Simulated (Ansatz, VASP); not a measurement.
# One calculation of WC, two programs

INCAR

```
PREC = Accurate ; ENCUT = 520
EDIFF = 1E-6 ; ISMEAR = 0
SIGMA = 0.15 ; LREAL = False
LASPH = True ; NELM = 80
ALGO = Normal ; ISIF = 2
LWAVE = False ; LCHARG = True
GGA = PS ; LELF = True
LVHAR = True ; NBANDS = 16
```

File KPOINTS:

```
regular mesh
0
Gamma
  18 18 18
```

File POSCAR:

```
WC
1.0
    0.0000000000      2.1926840000      2.1926840000
    2.1926840000      0.0000000000      2.1926840000
    2.1926840000      2.1926840000      0.0000000000
W C
1 1
Direct
   -0.0564348017      0.0000000000      0.0000000000
    0.5000000000      0.5000000000      0.5000000000
```

Input for Ansatz:

```yaml
crystal:
  lattice:
    - [0.0, 2.192684, 2.192684]
    - [2.192684, 0.0, 2.192684]
    - [2.192684, 2.192684, 0.0]
  atoms:
    - { symbol: W, position: [-0.0564348017, 0.0, 0.0] }
    - { symbol: C, position: [0.5, 0.5, 0.5] }
basis:
  ecutwfc: 420
kpoints:
  mp_grid: { grid: [18, 18, 18] }
hamiltonian:
  xc: pbesol
scf:
  occupations: { method: gaussian, width: 0.15 }
output:
  forces: true
  stress: true
  eigenvalues: true
  write_density: true
  write_potential: true
  elf: true
  volumetric_format: npy
```

Change from the starting cell: all W atoms moved +0.175 Å, as atom 1 towards its neighbour atom 1 (W) at 3.101 Å.

Alike in both runs: task single point; functional PBEsol; k mesh 18 × 18 × 18; occupations gaussian, width 0.15 eV; no spin polarisation.

|  | VASP | Ansatz |
| --- | --- | --- |
| version | VASP 6.6.1 | Ansatz 0.2.0 |
| potentials or method | VASP PAW PBE potentials, release 64 (W_sv, C), cutoff 520 eV | scalar-relativistic, plane waves, PAW |
| valence electrons in the cell | 18 | 18 |

```csv
,VASP,Ansatz,Ansatz less VASP
gap on the k mesh at the Fermi level (eV),none,none,-
pressure (GPa),-4.2,-5.3,-1.04
"traceless stress, the component that is largest in VASP (GPa)",-5.24,-5.19,+0.053
rms of the force components (eV/Å),0.764,0.753,-0.0118
```

VASP's potentials were made for PBE, not for PBEsol. Atom by atom the forces differ by 0.012 eV/Å (rms over components). A gap of «none» marks a metal or a gap that the smearing closes.

Spin-orbit coupling is off throughout.
